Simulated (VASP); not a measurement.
# ZrB (Fm-3m) in VASP: notebook

Runs on ZrB. Level: PBE. Tasks: relaxation of cell and atoms, single point.

Program: VASP 6.6.1. These are calculated values, not measurements. Logs are shortened: lines on timing, memory, paths and dates and some standing lists are left out, and cuts for length are marked.

### 1 The cell of the first run

It takes space group Fm-3m (No. 225, cubic). The conventional cell has a = 4.910 Å, b = 4.910 Å, c = 4.910 Å, α = 90.00°, β = 90.00°, γ = 90.00°. Zr (site symmetry m-3m) has 6 B at 2.46 Å within 3.2 Å. B (site symmetry m-3m) has 6 Zr at 2.46 Å within 3.2 Å.

### 2 Relaxation of cell and atoms, PBE, target pressure 30 GPa, at which the enthalpy is minimised

The input, INCAR:

```
SYSTEM = ZrB
PREC     = Accurate       ! precision mode
ENCUT    = 600            ! plane-wave cutoff, eV
EDIFF    = 1E-6           ! SCF threshold, eV
ISMEAR   = -1             ! smearing method
SIGMA    = 0.1            ! smearing width, eV
LREAL    = .False.        ! projectors in reciprocal space
LASPH    = .True.         ! aspherical terms in the spheres
NELM     = 60             ! most SCF steps
ALGO     = Normal         ! electronic algorithm
ISIF     = 3              ! what is computed and relaxed
LWAVE    = .False.        ! write WAVECAR
LCHARG   = .False.        ! write CHGCAR
GGA      = PE             ! functional
IBRION   = 2              ! ionic algorithm
NSW      = 60             ! ionic steps
EDIFFG   = -0.03          ! ionic threshold
PSTRESS  = 300.0
```

The input, KPOINTS:

```
Automatic mesh
0
Gamma
  9 9 9
  0 0 0
```

The input, POSCAR:

```
ZrB
1.0
    0.0000000000      2.4550000000      2.4550000000
    2.4550000000      0.0000000000      2.4550000000
    2.4550000000      2.4550000000      0.0000000000
Zr B
1 1
Direct
    0.0000000000      0.0000000000      0.0000000000
    0.5000000000      0.5000000000      0.5000000000
```

Potentials or basis: VASP PAW PBE potentials, release 64 (Zr_sv, B).

Launch:

```bash
$ cat potpaw_PBE.64/Zr_sv/POTCAR potpaw_PBE.64/B/POTCAR > POTCAR
$ mpirun -np 1 vasp_std > vasp.out
```

OUTCAR:

```text
SYSTEM = ZrB
   PREC = Accurate
   ENCUT = 600
   EDIFF = 1E-6
   ISMEAR = -1
   LREAL = .False.
   LASPH = .True.
   NELM = 60
   ISIF = 3
   GGA = PE
   IBRION = 2
   NSW = 60
   EDIFFG = -0.03
   PSTRESS = 300.0

 ion  position               nearest neighbor table
   1  0.000  0.000  0.000-   2 2.46   2 2.46   2 2.46   2 2.46   2 2.46   2 2.46
   2  0.500  0.500  0.500-   1 2.46   1 2.46   1 2.46   1 2.46   1 2.46   1 2.46

  LATTYP: Found a face centered cubic cell.
 ALAT       =     4.9100000000

  Lattice vectors:

 A1 = (   0.0000000000,   2.4550000000,   2.4550000000)
 A2 = (   2.4550000000,   0.0000000000,   2.4550000000)
 A3 = (   2.4550000000,   2.4550000000,   0.0000000000)

Analysis of symmetry for initial positions (statically):
=====================================================================
 Subroutine PRICEL returns:
 Original cell was already a primitive cell.

 Routine SETGRP: Setting up the symmetry group for a
 face centered cubic supercell.

 Subroutine GETGRP returns: Found 48 space group operations
 (whereof 48 operations were pure point group operations)
 out of a pool of 48 trial point group operations.

The static configuration has the point symmetry O_h .

Analysis of symmetry for dynamics (positions and initial velocities):
=====================================================================
 Subroutine PRICEL returns:
 Original cell was already a primitive cell.

 Routine SETGRP: Setting up the symmetry group for a
 face centered cubic supercell.

 Subroutine GETGRP returns: Found 48 space group operations
 (whereof 48 operations were pure point group operations)
 out of a pool of 48 trial point group operations.

The dynamic configuration has the point symmetry O_h .

 Subroutine INISYM returns: Found 48 space group operations
 (whereof 48 operations are pure point group operations),
 and found     1 'primitive' translations

----------------------------------------------------------------------------------------

                                     Primitive cell

  volume of cell :      29.5927

  direct lattice vectors                    reciprocal lattice vectors
     0.000000000  2.455000000  2.455000000    -0.203665988  0.203665988  0.203665988
     2.455000000  0.000000000  2.455000000     0.203665988 -0.203665988  0.203665988
     2.455000000  2.455000000  0.000000000     0.203665988  0.203665988 -0.203665988
[... 90 lines left out ...]
   ISIF   =      3    stress and relaxation
   ISYM   =      2    0-nonsym 1-usesym 2-fastsym
   POTIM  = 0.5000    time-step for ionic-motion
   TEBEG  =    0.0;   TEEND  =   0.0 temperature during run
   PSTRESS=  300.0 pullay stress
   NELECT =      15.0000    total number of electrons
   NUPDOWN=      -1.0000    fix difference up-down
   EMIN   =  10.00;   EMAX   =-10.00  energy-range for DOS
   EFERMI =   0.00;   METHOD = LEGACY
   ISMEAR =    -1;   SIGMA  =   0.10  broadening in eV -4-tet -1-fermi 0-gaus
   EFERMI_NEDOS =   21; number of points for ismear=-14 and -15
   IALGO  =     38    algorithm
   IMIX   =      4    mixing-type and parameters
     AMIX     =   0.40;   BMIX     =  1.00
     AMIX_MAG =   1.60;   BMIX_MAG =  1.00
  volume/ion in A,a.u.               =      14.80        99.85
  Fermi-wavevector in a.u.,A,eV,Ry     =   1.305300  2.466660 23.181725  1.703809
  Thomas-Fermi vector in A             =   2.436179
   LORBIT       =      0    0 simple, 1 ext, 2 COOP (PROOUT), +10 PAW based schemes
   GGA     = PE    functional components
   LHFCALC =     F    Hartree Fock is set to
   AEXX    =    0.0000 exact exchange contribution
   IVDW    =     0    specifies the selected vdW correction
   LEPSILON=     F    determine dielectric tensor
   LRPA    =     F    only Hartree local field effects (RPA)
 conjugate gradient relaxation of ions
 non-spin polarized calculation
  energy-cutoff  :      600.00
  volume of cell :       29.59
 maximum number of plane-waves:      1002
   NGX = 13   NGY = 13   NGZ = 13

--------------------------------------- Ionic step        1  -------------------------------------------

 number of electron      15.0000000 magnetization

 Free energy of the ion-electron system (eV)
  ---------------------------------------------------
  ext. energy  EPLUGINS =         0.00000000
  ---------------------------------------------------
  free energy    TOTEN  =       -16.02546798 eV

  energy without entropy =      -15.98749416  energy(sigma->0) =      -16.00648107

------------------------ aborting loop because EDIFF is reached ----------------------------------------

  FORCE on cell =-STRESS in cart. coord.  units (eV):
  Direction    XX          YY          ZZ          XY          YZ          ZX
  --------------------------------------------------------------------------------------
  -------------------------------------------------------------------------------------
  Total       -0.0738110     -0.0738110     -0.0738110      0.0000000      0.0000000     -0.0000000
  in kB       -3.9961993     -3.9961993     -3.9961993      0.0000000      0.0000000     -0.0000000
  external PRESSURE =    -303.9961993 kB  Pullay stress =     300.0000000 kB
[... 25 lines left out ...]
--------------------------------------- Ionic step        2  -------------------------------------------

 number of electron      15.0000000 magnetization

 E-fermi :  12.4322     XC(G=0): -13.5899

 val. band max:       12.3939402242   @ k =  -0.4444   0.3333   0.0000
 cond. band min:      12.4517470902   @ k =  -0.4444   0.3333   0.1111
 fundamental gap:      0.0578068660
 Fermi energy:        12.4321969014

 k-point     1 :       0.0000    0.0000    0.0000
  band No.  band energies     occupation
      1     -33.6474      2.00000
      2     -10.9513      2.00000
      3     -10.9513      2.00000
      4     -10.9513      2.00000
      5       3.7931      2.00000
      6      14.2779      0.00000
      7      14.2779      0.00000
      8      14.2779      0.00000
      9      16.7027      0.00000
     10      16.7027      0.00000
     11      16.7027      0.00000
[... 435 lines left out ...]
--------------------------------------- Ionic step        5  -------------------------------------------

 number of electron      15.0000000 magnetization

 Free energy of the ion-electron system (eV)
  ---------------------------------------------------
  ext. energy  EPLUGINS =         0.00000000
  ---------------------------------------------------
  free energy    TOTEN  =       -15.69843967 eV

  energy without entropy =      -15.66466140  energy(sigma->0) =      -15.68155054

 E-fermi :   8.8447     XC(G=0): -12.1333

 val. band max:        8.7500570943   @ k =  -0.4444   0.3333   0.1111
 cond. band min:       8.9179140297   @ k =   0.4444   0.2222   0.0000
 fundamental gap:      0.1678569354
 Fermi energy:         8.8447010430

 k-point     1 :       0.0000    0.0000    0.0000
  band No.  band energies     occupation
      1     -38.0282      2.00000
      2     -15.7830      2.00000
      3     -15.7830      2.00000
      4     -15.7830      2.00000
      5       0.5241      2.00000
      6      10.7330      0.00000
      7      10.7330      0.00000
      8      10.7330      0.00000
      9      12.5983      0.00000
     10      12.5983      0.00000
     11      12.5983      0.00000
[... 355 lines left out ...]
  energy  without entropy=      -15.6646614024  energy(sigma->0) =      -15.68155054

  enthalpy is  TOTEN    =       -10.9044197674 eV   P V=        4.7940199054

 reached required accuracy - stopping structural energy minimisation
```

CONTCAR:

```text
ZrB
   1.00000000000000
     0.0000000000000000    2.3393025181523952    2.3393025181523952
     2.3393025181523952    0.0000000000000000    2.3393025181523952
     2.3393025181523952    2.3393025181523952   -0.0000000000000000
  Zr              B
     1     1
Direct
     0.0000000000000000    0.0000000000000000    0.0000000000000000
     0.5000000000000000    0.5000000000000000    0.5000000000000000

  0.00000000E+00  0.00000000E+00  0.00000000E+00
  0.00000000E+00  0.00000000E+00  0.00000000E+00
```

Run time: 59 s. Hardware: 1 thread of Intel Xeon Platinum 8488C (Sapphire Rapids), shared host; peak memory 0.17 GiB.

Results:

* Free energy: -15.6984 eV
* Relaxed volume: 12.80 Å³/atom
* Relaxed cell: a = 3.308 Å, b = 3.308 Å, c = 3.308 Å, α = 60.00°, β = 60.00°, γ = 60.00°
* Space group after relaxing (to 0.05 Å): Fm-3m (No. 225)
* Energy change on relaxing (the enthalpy is what falls): +163.5 meV/atom
* Ionic steps: 5
* Pressure after relaxing: 30.0 GPa

Step by step:
```csv
step,energy change (eV),largest force (eV/Å),pressure (GPa),volume (Å³)
1,0.0000,0.0000,-0.40,29.59
2,3.5516,0.0000,149.18,19.12
3,0.2510,0.0000,25.61,26.04
4,0.3132,0.0000,29.27,25.68
5,0.3270,0.0000,30.05,25.60
```

Final structure:
```
Zr B
1.0
     0.00000    2.33930    2.33930
     2.33930    0.00000    2.33930
     2.33930    2.33930    0.00000
Zr B
1 1
Direct
  0.00000 0.00000 0.00000
  0.50000 0.50000 0.50000
```

Levels at points of the mesh, in eV from the Fermi level:
```tsv
k point	band 5	band 6	band 7	band 8	band 9	band 10	band 11
(0.00, 0.00, 0.00)	-8.32	1.89	1.89	1.89	3.75	3.75	3.75
```

Caveat: the cell is relaxed towards a set pressure, so the enthalpy falls and the energy may rise.

### 3 Single point, PBE

This run uses another cell than the first one, of 12.79 Å³/atom, 0.865 times its volume.

The input, INCAR:

```
SYSTEM = ZrB
PREC     = Accurate       ! precision mode
ENCUT    = 520            ! plane-wave cutoff, eV
EDIFF    = 1E-6           ! SCF threshold, eV
ISMEAR   = -1             ! smearing method
SIGMA    = 0.1            ! smearing width, eV
LREAL    = .FALSE.        ! projectors in reciprocal space
LASPH    = .TRUE.         ! aspherical terms in the spheres
NELM     = 100            ! most SCF steps
ALGO     = Normal         ! electronic algorithm
ISIF     = 2              ! what is computed and relaxed
LWAVE    = .FALSE.        ! write WAVECAR
LCHARG   = .FALSE.        ! write CHGCAR
GGA      = PE             ! functional
NBANDS   = 14             ! bands
```

The input, KPOINTS:

```
regular mesh
0
G
  9 9 9
  0 0 0
```

The input, POSCAR:

```
ZrB
1.0
    0.0000000000      2.3388542108      2.3388542108
    2.3388542108      0.0000000000      2.3388542108
    2.3388542108      2.3388542108      0.0000000000
Zr B
1 1
Direct
    0.0000000000      0.0000000000      0.0000000000
    0.5000000000      0.5000000000      0.5000000000
```

Potentials or basis: VASP PAW PBE potentials, release 64 (Zr_sv, B).

Launch:

```bash
$ cat potpaw_PBE.64/Zr_sv/POTCAR potpaw_PBE.64/B/POTCAR > POTCAR
$ mpirun -np 1 vasp_std > vasp.out
```

Wall time 7.3 s (1 thread of Intel Xeon 6975P-C (Granite Rapids), shared host); peak memory 0.16 GiB.

It converged, with:

```
Free energy : -15.6929 eV
Pressure    : 30.2 GPa
```

Levels at points of the mesh, in eV from the Fermi level:
```
           k point  band 4  band 5  band 6  band 7  band 8  band 9  band 10  band 11  band 12  band 13
(0.00, 0.00, 0.00)  -24.62   -8.32    1.89    1.89    1.89    3.62     3.62     3.76     3.76     3.76
```

### 4 Single point, PBE

This run uses another cell than the first one, of 13.31 Å³/atom, 0.900 times its volume.

The input, INCAR:

```
PREC = Accurate ; ENCUT = 520
EDIFF = 1E-7 ; ISMEAR = -1
SIGMA = 0.1 ; LREAL = False
LASPH = True ; NELM = 80
ALGO = Normal ; ISIF = 2
LWAVE = False ; LCHARG = False
GGA = PE ; NBANDS = 14
```

The input, KPOINTS:

```
regular mesh
0
Gamma
  9 9 9
```

The input, POSCAR:

```
ZrB
1.0
    0.0000000000      2.3701499640      2.3701499640
    2.3701499640      0.0000000000      2.3701499640
    2.3701499640      2.3701499640      0.0000000000
Zr B
1 1
Direct
    0.0000000000      0.0000000000      0.0000000000
    0.5000000000      0.5000000000      0.5000000000
```

Potentials or basis: VASP PAW PBE potentials, release 64 (Zr_sv, B).

Launch:

```bash
$ cat potpaw_PBE.64/Zr_sv/POTCAR potpaw_PBE.64/B/POTCAR > POTCAR
$ mpirun -np 1 vasp_std > vasp.out
```

OUTCAR:

```text
PREC = Accurate
   ENCUT = 520
   EDIFF = 1E-7
   ISMEAR = -1
   LREAL = False
   LASPH = True
   NELM = 80
   ISIF = 2
   GGA = PE

 ion  position               nearest neighbor table
   1  0.000  0.000  0.000-   2 2.37   2 2.37   2 2.37   2 2.37   2 2.37   2 2.37
   2  0.500  0.500  0.500-   1 2.37   1 2.37   1 2.37   1 2.37   1 2.37   1 2.37

  LATTYP: Found a face centered cubic cell.
 ALAT       =     4.7402999280

  Lattice vectors:

[... 594 lines left out ...]

------------------------ aborting loop because EDIFF is reached ----------------------------------------

  FORCE on cell =-STRESS in cart. coord.  units (eV):
  Direction    XX          YY          ZZ          XY          YZ          ZX
  --------------------------------------------------------------------------------------
  -------------------------------------------------------------------------------------
  Total        3.3470820      3.3470820      3.3470820     -0.0000000      0.0000000      0.0000000
  in kB      201.3814497    201.3814497    201.3814497     -0.0000000      0.0000000      0.0000000
  external PRESSURE =     201.3814497 kB  Pullay stress =       0.0000000 kB

 VOLUME and BASIS-vectors are now :
 -----------------------------------------------------------------------------
  energy-cutoff  :      520.00
  volume of cell :       26.63
      direct lattice vectors                 reciprocal lattice vectors
     0.000000000  2.370149964  2.370149964    -0.210957116  0.210957116  0.210957116
     2.370149964  0.000000000  2.370149964     0.210957116 -0.210957116  0.210957116
     2.370149964  2.370149964  0.000000000     0.210957116  0.210957116 -0.210957116

 POSITION                                       TOTAL-FORCE (eV/Angst)
 -----------------------------------------------------------------------------------
      0.00000      0.00000      0.00000         0.000000      0.000000      0.000000
      2.37015      2.37015      2.37015        -0.000000      0.000000      0.000000
 -----------------------------------------------------------------------------------
    total drift:                               -0.000000      0.000000      0.000000

  FREE ENERGIE OF THE ION-ELECTRON SYSTEM (eV)
  ---------------------------------------------------
  free  energy   TOTEN  =       -15.8561091047 eV

  energy  without entropy=      -15.8216049077  energy(sigma->0) =      -15.83885701
```

stdout:

```text
POSCAR found type information on POSCAR ZrB
 POSCAR found :  2 types and       2 ions
 scaLAPACK will be used
 LDA part: xc-table for (Slater+PW92), standard interpolation
 POSCAR, INCAR and KPOINTS ok, starting setup
 FFT: planning ... GRIDC
 FFT: planning ... GRID_SOFT
 FFT: planning ... GRID
 WAVECAR not read
 entering main loop
```

Run time: 7.4 s. Hardware: 1 thread of Intel Xeon 6975P-C (Granite Rapids), shared host; peak memory 0.16 GiB.

Results:

```
Free energy : -15.8561 eV
Pressure    : 20.1 GPa
```

### 5 Single point, PBE

This run uses another cell than the first one, of 13.95 Å³/atom, 0.943 times its volume.

The input, INCAR:

```
  PREC = Accurate
  ENCUT = 520
  EDIFF = 1E-6
  ISMEAR = -1
  SIGMA = 0.1
  LREAL = F
  LASPH = T
  NELM = 80
  ALGO = Normal
  ISIF = 2
  LWAVE = F
  LCHARG = T
  GGA = PE
  LELF = T
  LVHAR = T
  NBANDS = 14
```

The input, KPOINTS:

```
Automatic mesh
0
Gamma
  9 9 9
```

The input, POSCAR:

```
ZrB
1.0
    0.0000000000      2.4070502190      2.4070502190
    2.4070502190      0.0000000000      2.4070502190
    2.4070502190      2.4070502190      0.0000000000
Zr B
1 1
Direct
    0.0000000000      0.0000000000      0.0000000000
    0.5000000000      0.5000000000      0.5000000000
```

Launch:

```bash
$ cat potpaw_PBE.64/Zr_sv/POTCAR potpaw_PBE.64/B/POTCAR > POTCAR
$ mpirun -np 1 vasp_std > vasp.out
```

It took 7.8 s on 1 thread of Intel Xeon 6975P-C (Granite Rapids), shared host; peak memory 0.16 GiB.

It converged, with:

| Property | Result |
| --- | --- |
| Free energy | -15.9748 eV |
| Pressure | 10.1 GPa |

Levels at points of the mesh, in eV from the Fermi level:
```
           k point  band 4  band 5  band 6  band 7  band 8  band 9  band 10  band 11  band 12  band 13
(0.00, 0.00, 0.00)  -25.05   -8.17    1.80    1.80    1.80    3.32     3.32     3.55     3.55     3.55
```

### 6 Single point, PBE

This run uses another cell than the first one, of 14.75 Å³/atom, 0.997 times its volume.

The input, INCAR:

```
SYSTEM = ZrB
PREC     = Accurate       ! precision mode
ENCUT    = 520            ! plane-wave cutoff, eV
EDIFF    = 1E-7           ! SCF threshold, eV
ISMEAR   = -1             ! smearing method
SIGMA    = 0.1            ! smearing width, eV
LREAL    = .False.        ! projectors in reciprocal space
LASPH    = .True.         ! aspherical terms in the spheres
NELM     = 60             ! most SCF steps
ALGO     = Normal         ! electronic algorithm
ISIF     = 2              ! what is computed and relaxed
LWAVE    = .False.        ! write WAVECAR
LCHARG   = .False.        ! write CHGCAR
GGA      = PE             ! functional
NBANDS   = 14             ! bands
```

The input, KPOINTS:

```
regular mesh
0
Gamma
  9 9 9
  0 0 0
```

The input, POSCAR:

```
ZrB
1.0
    0.0000000000      2.4524200738      2.4524200738
    2.4524200738      0.0000000000      2.4524200738
    2.4524200738      2.4524200738      0.0000000000
Zr B
1 1
Direct
    0.0000000000      0.0000000000      0.0000000000
    0.5000000000      0.5000000000      0.5000000000
```

Potentials or basis: VASP PAW PBE potentials, release 64 (Zr_sv, B).

Launch:

```bash
$ cat potpaw_PBE.64/Zr_sv/POTCAR potpaw_PBE.64/B/POTCAR > POTCAR
$ mpirun -np 1 vasp_std > vasp.out
```

Wall time 7.5 s (1 thread of Intel Xeon 6975P-C (Granite Rapids), shared host); peak memory 0.16 GiB.

It converged, with:

```
Free energy : -16.0249 eV
Pressure    : 0.1 GPa
```

Levels at points of the mesh, in eV from the Fermi level:
| k point | band 5 | band 6 | band 7 | band 8 | band 9 | band 10 | band 11 | band 12 |
| --- | --- | --- | --- | --- | --- | --- | --- | --- |
| (0.00, 0.00, 0.00) | -8.05 | 1.74 | 1.74 | 1.74 | 3.13 | 3.13 | 3.41 | 3.41 |

### 7 Summary

| task | cell | cutoff (eV) | gap on the mesh (eV) | pressure (GPa) |
| --- | --- | --- | --- | --- |
| relaxation of cell and atoms | relaxed to 30 GPa from a = 3.472 Å, angles 60.0°, 2 atoms | 600 | none | 30.0 |
| single point | a = 3.308 Å, angles 60.0°, 2 atoms | 520 | none | 30.2 |
| single point | a = 3.352 Å, angles 60.0°, 2 atoms | 520 | none | 20.1 |
| single point | a = 3.404 Å, angles 60.0°, 2 atoms | 520 | none | 10.1 |
| single point | a = 3.468 Å, angles 60.0°, 2 atoms | 520 | none | 0.1 |

Alike in all rows: level PBE; potentials or basis VASP PAW PBE potentials, release 64 (Zr_sv, B); no spin polarisation; k mesh 9 × 9 × 9; smearing fermi-dirac 0.1 eV.

Caveats: the cell is relaxed towards a set pressure, so the enthalpy falls and the energy may rise (some runs).

Absolute energies hang on the potentials; compare differences alone.
